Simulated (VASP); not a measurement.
# B16N15 (a cell with a defect) (vacancy hop of N) in VASP: single point with PBE

Aim: the single point of B16N15 (a cell with a defect) (vacancy hop of N) with PBE.

Everything below comes from runs of VASP 6.6.1. Logs are shortened: lines on timing, memory, paths and dates and some standing lists are left out, and cuts for length are marked.

### 1 The cell of the first run

The cell holds a defect, 31 atoms: a = 6.277 Å, b = 6.277 Å, c = 6.277 Å, α = 109.47°, β = 109.47°, γ = 109.47°.

### 2 Single point, PBE, collinear spin

INCAR reads:

```
PREC = Accurate ; ENCUT = 520
EDIFF = 1E-6 ; ISMEAR = -1
SIGMA = 0.01 ; LREAL = Auto
LASPH = True ; NELM = 200
ALGO = Normal ; ISIF = 2
LWAVE = False ; LCHARG = True
ISPIN = 2 ; MAGMOM = 0.04 0 0.01 0.01 0 0.02 0 0 0.01 0.04 0 0.01 0.03 0.01 0.03 0.01 0.08 0 0.01 0.01 -0.01 -0.01 0 0.02 0.01 0 0.01 0.01 0 0.01 0
LORBIT = 11 ; NUPDOWN = 1.0
GGA = PE ; LELF = True
LVHAR = True ; NBANDS = 86
GGA_COMPAT = False
```

KPOINTS reads:

```
Automatic mesh
0
Gamma
  1 1 1
```

POSCAR reads:

```
B16N15
1.0
   -3.6241103800      3.6241103800     -3.6241103800
    3.6241103800      3.6241103800      3.6241103800
    3.6241103800     -3.6241103800     -3.6241103800
B N
16 15
Direct
    0.0100486730      0.0035102408     -0.0018920505
   -0.0075433685      0.2507891330      0.7492427700
   -0.0046543836      0.5014338167      0.4977186981
    0.0265198876      0.7630166331      0.2658755940
    0.2471650712      0.0031389772      0.7452067451
    0.2434888586      0.2682123054      0.5259228611
    0.2478540678      0.4875235064      0.2471658990
    0.2499436841      0.7469241320     -0.0022962877
    0.4893409179     -0.0150272741      0.4924287102
    0.5042950706      0.2502713507      0.2259412419
    0.5050440820      0.5083495829      0.0027274280
    0.5011371922      0.7514829060      0.7509731257
    0.7211107626      0.0006736826      0.2445302176
    0.7508835865      0.2548174319     -0.0026841070
    0.7575345980      0.5112525022      0.7575728143
    0.7512996886      0.7532076051      0.5003044361
    0.1250759366      0.0281044144      0.3050311343
   -0.0058753729      0.2440483063     -0.0025366225
   -0.0057087113      0.4992114782      0.7457519823
   -0.0013992399      0.7506778808      0.4999573164
    0.2541876222      0.0004158262     -0.0040641698
    0.2527308509      0.2611347064      0.7628552141
    0.2515522168      0.5011533341      0.5028149832
    0.2537814535      0.7316544536      0.2429756292
    0.4976390923      0.0049526637      0.7458856703
    0.5035979340      0.4984419100      0.2538653362
    0.4991945085      0.7516590872     -0.0026062948
    0.7462181657      0.0046549355      0.4951902155
    0.7506425618      0.2518329754      0.2489885532
    0.7504979746      0.5066294366     -0.0025966372
    0.7485272841      0.7507741803      0.7501302982
```

Potentials or basis: VASP PAW PBE potentials, release 64 (B, N).

Command:

```sh
> cat potpaw_PBE.64/B/POTCAR potpaw_PBE.64/N/POTCAR > POTCAR
> mpirun -np 1 vasp_gam > vasp.out
```

OUTCAR:

```text
PREC = Accurate
   ENCUT = 520
   EDIFF = 1E-6
   ISMEAR = -1
   LREAL = Auto
   LASPH = True
   NELM = 200
   ISIF = 2
   ISPIN = 2
   LORBIT = 11
   NUPDOWN = 1.0
   GGA = PE

 ion  position               nearest neighbor table
   1  0.010  0.004  0.998-  21 1.54  18 1.55  31 1.60  17 1.75
   2  0.992  0.251  0.749-  28 1.56  19 1.56  18 1.57  22 1.59
   3  0.995  0.501  0.498-  20 1.55  29 1.55  19 1.56  23 1.60
   4  0.027  0.763  0.266-  17 1.47  24 1.55  20 1.56  30 1.68
   5  0.247  0.003  0.745-  20 1.56  21 1.57  25 1.57  22 1.57
   6  0.243  0.268  0.526-  17 1.39  22 1.49  23 1.50
   7  0.248  0.488  0.247-  24 1.53  18 1.56  26 1.57  23 1.57
   8  0.250  0.747  0.998-  27 1.56  24 1.57  19 1.58  21 1.59
   9  0.489  0.985  0.492-  25 1.54  24 1.55  28 1.57
  10  0.504  0.250  0.226-  29 1.50  26 1.51  21 1.53
  11  0.505  0.508  0.003-  22 1.55  27 1.55  30 1.56  26 1.60
  12  0.501  0.751  0.751-  27 1.55  31 1.56  23 1.57  25 1.61
  13  0.721  0.001  0.245-  27 1.51  29 1.51  28 1.52
  14  0.751  0.255  0.997-  18 1.55  25 1.58  30 1.58  29 1.59
  15  0.758  0.511  0.758-  30 1.53  19 1.54  31 1.54
  16  0.751  0.753  0.500-  20 1.56  26 1.57  31 1.58  28 1.60
  17  0.125  0.028  0.305-   6 1.39   4 1.47   1 1.75
  18  0.994  0.244  0.997-   1 1.55  14 1.55   7 1.56   2 1.57
  19  0.994  0.499  0.746-  15 1.54   2 1.56   3 1.56   8 1.58
  20  0.999  0.751  0.500-   3 1.55  16 1.56   4 1.56   5 1.56
  21  0.254  0.000  0.996-  10 1.53   1 1.54   5 1.57   8 1.59
  22  0.253  0.261  0.763-   6 1.49  11 1.55   5 1.57   2 1.59
  23  0.252  0.501  0.503-   6 1.50  12 1.57   7 1.57   3 1.60
  24  0.254  0.732  0.243-   7 1.53   9 1.55   4 1.55   8 1.57
  25  0.498  0.005  0.746-   9 1.54   5 1.57  14 1.58  12 1.61
  26  0.504  0.498  0.254-  10 1.51  16 1.57   7 1.57  11 1.60
  27  0.499  0.752  0.997-  13 1.51  12 1.55  11 1.55   8 1.56
  28  0.746  0.005  0.495-  13 1.52   2 1.56   9 1.57  16 1.60
  29  0.751  0.252  0.249-  10 1.50  13 1.51   3 1.55  14 1.59
  30  0.750  0.507  0.997-  15 1.53  11 1.56  14 1.58   4 1.68
  31  0.749  0.751  0.750-  15 1.54  12 1.56  16 1.58   1 1.60

  LATTYP: Found a body centered cubic cell.
 ALAT       =     7.2482207600

  Lattice vectors:

 A1 = (  -3.6241103800,   3.6241103800,  -3.6241103800)
 A2 = (   3.6241103800,   3.6241103800,   3.6241103800)
 A3 = (   3.6241103800,  -3.6241103800,  -3.6241103800)

Analysis of symmetry for initial positions (statically):
=====================================================================
 Subroutine PRICEL returns:
 Original cell was already a primitive cell.

 Routine SETGRP: Setting up the symmetry group for a
 body centered cubic supercell.

 Subroutine GETGRP returns: Found  1 space group operations
 (whereof  1 operations were pure point group operations)
 out of a pool of 48 trial point group operations.

The static configuration has the point symmetry C_1 .

Analysis of symmetry for dynamics (positions and initial velocities):
=====================================================================
 Subroutine PRICEL returns:
 Original cell was already a primitive cell.

 Routine SETGRP: Setting up the symmetry group for a
 body centered cubic supercell.

 Subroutine GETGRP returns: Found  1 space group operations
 (whereof  1 operations were pure point group operations)
 out of a pool of 48 trial point group operations.

The dynamic configuration has the point symmetry C_1 .

Analysis of structural, dynamic, and magnetic symmetry:
=====================================================================
 Subroutine PRICEL returns:
 Original cell was already a primitive cell.

 Routine SETGRP: Setting up the symmetry group for a
 body centered cubic supercell.

 Subroutine GETGRP returns: Found  1 space group operations
 (whereof  1 operations were pure point group operations)
 out of a pool of 48 trial point group operations.

The overall configuration has the point symmetry C_1 .

 Subroutine INISYM returns: Found  1 space group operations
 (whereof  1 operations are pure point group operations),
 and found     1 'primitive' translations

----------------------------------------------------------------------------------------

                                     Primitive cell

  volume of cell :     190.3988

  direct lattice vectors                    reciprocal lattice vectors
    -3.624110380  3.624110380 -3.624110380     0.000000000  0.137964893 -0.137964893
     3.624110380  3.624110380  3.624110380     0.137964893  0.137964893  0.000000000
     3.624110380 -3.624110380 -3.624110380     0.137964893  0.000000000 -0.137964893

  length of vectors
[... 96 lines left out ...]
            Coordinates               Weight
  0.000000  0.000000  0.000000      1.000000
   k-points           NKPTS =      1   k-points in BZ     NKDIM =      1   number of bands    NBANDS=     86
   number of dos      NEDOS =    301   number of ions     NIONS =     31
   total plane-waves  NPLWV = 110592
   dimension x,y,z NGX =    48 NGY =   48 NGZ =   48
   dimension x,y,z NGXF=    96 NGYF=   96 NGZF=   96
   ions per type =              16  15
   NGX,Y,Z   is equivalent  to a cutoff of  12.71, 12.71, 12.71 a.u.
   NGXF,Y,Z  is equivalent  to a cutoff of  25.42, 25.42, 25.42 a.u.
 SYSTEM =  unknown system
   PREC   = accura    normal or accurate (medium, high low for compatibility)
   ISTART =      0    job   : 0-new  1-cont  2-samecut
   ICHARG =      2    charge: 1-file 2-atom 10-const
   ISPIN  =      2    spin polarized calculation?
   LNONCOLLINEAR =      F non collinear calculations
   LSORBIT =      F    spin-orbit coupling
   LASPH  =      T    aspherical Exc in radial PAW
   ENCUT  =  520.0 eV  38.22 Ry    6.18 a.u.  11.67 11.67 11.67*2*pi/ulx,y,z
   NELM   =    200;   NELMIN=  2; NELMDL= -5     # of ELM steps
   EDIFF  = 0.1E-05   stopping-criterion for ELM
   LREAL  =      T    real-space projection
   EDIFFG = 0.1E-04   stopping-criterion for IOM
   NSW    =      0    number of steps for IOM
   IBRION =     -1    ionic relax: 0-MD 1-quasi-New 2-CG
   NFREE  =      0    steps in history (QN), initial steepest desc. (CG)
   ISIF   =      2    stress and relaxation
   ISYM   =      2    0-nonsym 1-usesym 2-fastsym
   POTIM  = 0.5000    time-step for ionic-motion
   TEBEG  =    0.0;   TEEND  =   0.0 temperature during run
   PSTRESS=    0.0 pullay stress
   NELECT =     123.0000    total number of electrons
   NUPDOWN=       1.0000    fix difference up-down
   EMIN   =  10.00;   EMAX   =-10.00  energy-range for DOS
   EFERMI =   0.00;   METHOD = LEGACY
   ISMEAR =    -1;   SIGMA  =   0.01  broadening in eV -4-tet -1-fermi 0-gaus
   EFERMI_NEDOS =   21; number of points for ismear=-14 and -15
   IALGO  =     38    algorithm
   IMIX   =      4    mixing-type and parameters
     AMIX     =   0.40;   BMIX     =  1.00
     AMIX_MAG =   1.60;   BMIX_MAG =  1.00
  volume/ion in A,a.u.               =       6.14        41.45
  Fermi-wavevector in a.u.,A,eV,Ry     =   1.415213  2.674365 27.250124  2.002828
  Thomas-Fermi vector in A             =   2.536675
   LORBIT       =     11    0 simple, 1 ext, 2 COOP (PROOUT), +10 PAW based schemes
   GGA     = PE    functional components
   LHFCALC =     F    Hartree Fock is set to
   AEXX    =    0.0000 exact exchange contribution
   IVDW    =     0    specifies the selected vdW correction
   LEPSILON=     F    determine dielectric tensor
   LRPA    =     F    only Hartree local field effects (RPA)
 spin polarized calculation
  energy-cutoff  :      520.00
  volume of cell :      190.40
 maximum number of plane-waves:      2545
 NGX is ok and might be reduce to    48
   NGX = 23   NGY = 23   NGZ = 23

 number of electron     123.0000005 magnetization       1.0000020

 Free energy of the ion-electron system (eV)
  ---------------------------------------------------
  ext. energy  EPLUGINS =         0.00000000
  ---------------------------------------------------
  free energy    TOTEN  =      -258.87215656 eV

  energy without entropy =     -258.87215656  energy(sigma->0) =     -258.87215656

 E-fermi :   7.9902     XC(G=0): -12.6163

 val. band max:       10.4156975193   @ k =   0.0000   0.0000   0.0000
 cond. band min:      11.0176531749   @ k =   0.0000   0.0000   0.0000
 fundamental gap:      0.6019556556
 Fermi energy:        10.7310191078

 spin component 1

 k-point     1 :       0.0000    0.0000    0.0000
  band No.  band energies     occupation
      1     -13.1858      1.00000
      2     -10.1170      1.00000
      3      -9.9772      1.00000
      4      -9.9420      1.00000
      5      -9.8530      1.00000
      6      -9.8062      1.00000
[... 65 lines left out ...]
     72      15.9282      0.00000
     73      16.0440      0.00000
 Fermi energy:         7.9901805148

 spin component 2

 k-point     1 :       0.0000    0.0000    0.0000
  band No.  band energies     occupation
      1     -13.1404      1.00000
      2     -10.0763      1.00000
      3      -9.9552      1.00000
      4      -9.8976      1.00000
      5      -9.8181      1.00000
      6      -9.7804      1.00000
[... 65 lines left out ...]
     72      16.0106      0.00000
     73      16.0897      0.00000
 [bands above 73 left out]

------------------------ aborting loop because EDIFF is reached ----------------------------------------

  FORCE on cell =-STRESS in cart. coord.  units (eV):
  Direction    XX          YY          ZZ          XY          YZ          ZX
  --------------------------------------------------------------------------------------
  -------------------------------------------------------------------------------------
  Total       11.7316465      3.4013108      2.7429237     -5.9312862     -2.5016380      5.8378532
  in kB       98.7200370     28.6215179     23.0812898    -49.9108796    -21.0509064     49.1246545
  external PRESSURE =      50.1409482 kB  Pullay stress =       0.0000000 kB

 VOLUME and BASIS-vectors are now :
 -----------------------------------------------------------------------------
  energy-cutoff  :      520.00
  volume of cell :      190.40
      direct lattice vectors                 reciprocal lattice vectors
    -3.624110380  3.624110380 -3.624110380     0.000000000  0.137964893 -0.137964893
     3.624110380  3.624110380  3.624110380     0.137964893  0.137964893  0.000000000
     3.624110380 -3.624110380 -3.624110380     0.137964893  0.000000000 -0.137964893

 POSITION                                       TOTAL-FORCE (eV/Angst)
 -----------------------------------------------------------------------------------
      3.59356     -3.56811     -3.64095         0.551451     -0.163762     -1.332999
      0.02745      1.79032     -5.40322        -0.122454      0.025784     -0.308701
      0.01380      3.62071     -3.59378        -0.073530      0.105154     -0.076495
      3.63271      1.89781      1.70558        -0.210807     -0.345195      0.119879
      1.81633     -1.79358     -3.58509         0.055519     -0.052528     -0.148502
      1.99560     -0.05154     -1.81640        -0.538705      0.046516      0.165532
[... 23 lines left out ...]
      2.73089      0.94127     -4.49851         0.054562     -0.031850     -0.243871
      2.72670      2.71508     -2.71041         0.044534      0.078079     -0.185492
 -----------------------------------------------------------------------------------
    total drift:                                0.001031     -0.002460     -0.003215

  FREE ENERGIE OF THE ION-ELECTRON SYSTEM (eV)
  ---------------------------------------------------
  free  energy   TOTEN  =      -258.8721565648 eV

  energy  without entropy=     -258.8721565648  energy(sigma->0) =     -258.87215656

 total charge

# of ion       s       p       d       tot
------------------------------------------
    1        0.654   1.269   0.000   1.923
    2        0.666   1.343   0.000   2.009
    3        0.667   1.352   0.000   2.019
    4        0.679   1.363   0.000   2.042
    5        0.675   1.354   0.000   2.029
    6        0.734   1.431   0.000   2.164
[... 23 lines left out ...]
   30        1.212   2.723   0.000   3.935
   31        1.206   2.747   0.000   3.953
--------------------------------------------------
tot         29.056  62.806   0.000  91.863

 magnetization (x)

# of ion       s       p       d       tot
------------------------------------------
    1        0.000   0.013   0.000   0.013
    2        0.001   0.010   0.000   0.011
    3        0.001   0.011   0.000   0.012
    4        0.000   0.001   0.000   0.001
    5        0.000   0.008   0.000   0.008
    6       -0.000  -0.002   0.000  -0.002
[... 23 lines left out ...]
   30        0.004  -0.002   0.000   0.001
   31       -0.000  -0.005   0.000  -0.005
--------------------------------------------------
tot          0.103   0.337   0.000   0.441
```

Run time: 60 s. Hardware: 1 thread of Intel Xeon Platinum 8488C (Sapphire Rapids), shared host; peak memory 0.38 GiB.

Results:

- Free energy: -258.8722 eV
- Pressure: 5.0 GPa
- Largest force: 5.791 eV/Å
- Net moment: 1.00 μB per cell
- Site moments: B +0.01, +0.00, -0.00, +0.02, +0.20; N +0.10, -0.01, +0.02, -0.00, +0.01, +0.00 μB
- Valence electrons inside the program's atomic spheres: B 1.92, 2.01, 2.02, 2.04, 2.03, 2.16, 2.05, 2.00, 1.89, 1.97, 1.99; N 3.98, 3.99, 4.00, 3.96, 3.94, 3.95

Forces in eV/Å, atoms in the order of the input:
```
B    0.551 -0.164 -1.333
B   -0.122  0.026 -0.309
B   -0.074  0.105 -0.076
B   -0.211 -0.345  0.120
B    0.056 -0.053 -0.149
B   -0.539  0.047  0.166
B    0.257  0.185  0.042
B    0.040  0.180 -0.088
B   -0.636  0.749 -1.236
B   -0.053 -0.033 -0.292
B   -0.157  0.009 -0.051
B   -0.140 -0.002 -0.154
B    0.439 -0.347  0.334
B    0.014  0.137 -0.203
B    0.029 -0.127 -0.024
B    0.045  0.000 -0.337
N    0.435 -2.244  5.321
N    0.027  0.189 -0.180
N   -0.013 -0.058 -0.065
N   -0.065  0.059 -0.192
N   -0.257  0.314 -0.231
N   -0.409  0.259 -0.188
N    0.045  0.184 -0.189
N    0.620  0.583  0.071
N   -0.028  0.222  0.157
N    0.071 -0.036 -0.072
N   -0.046  0.030 -0.101
N    0.051 -0.059 -0.212
N   -0.029  0.146 -0.102
N    0.055 -0.032 -0.244
N    0.045  0.078 -0.185
```

Stress tensor (GPa, compression positive):
```
 9.87 -4.99  4.91
-4.99  2.86 -2.11
 4.91 -2.11  2.31
```

Caveat: the k points lie up to 1.23 Å⁻¹ apart; the total moment is fixed, so each spin has its own Fermi level.
